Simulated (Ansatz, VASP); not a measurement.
# H: VASP beside Ansatz

```
H
1.0
    12.00000    0.00000    0.00000
     0.00000   12.30000    0.00000
     0.00000    0.00000   12.60000
H
2
Direct
  0.50000 0.50000 0.46963
  0.50000 0.50000 0.53037
```

Alike in both runs: functional LDA; k mesh 1 × 1 × 1; occupations fermi-dirac, width 0.01 eV; no spin polarisation.

Ansatz relaxed the structure, and its values are those at the end. VASP's run is a single point on that final structure, the one shown.

|  | VASP | Ansatz |
| --- | --- | --- |
| version | VASP 6.6.1 | Ansatz 0.2.0 |
| potentials or method | VASP PAW LDA potentials, release 64 (H), cutoff 520 eV | plane waves (420 eV) with PAW, scalar-relativistic |
| valence electrons in the cell | 2 | 2 |

|  | VASP | Ansatz | Ansatz less VASP |
| --- | --- | --- | --- |
| rms of the force components (eV/Å) | 0.009 | 0.000 | -0.0081 |

Ansatz warns that its potentials were made for another functional, while VASP's fit it. LDA's correlation is that of Perdew and Zunger in VASP and of Perdew and Wang (1992) in Ansatz.
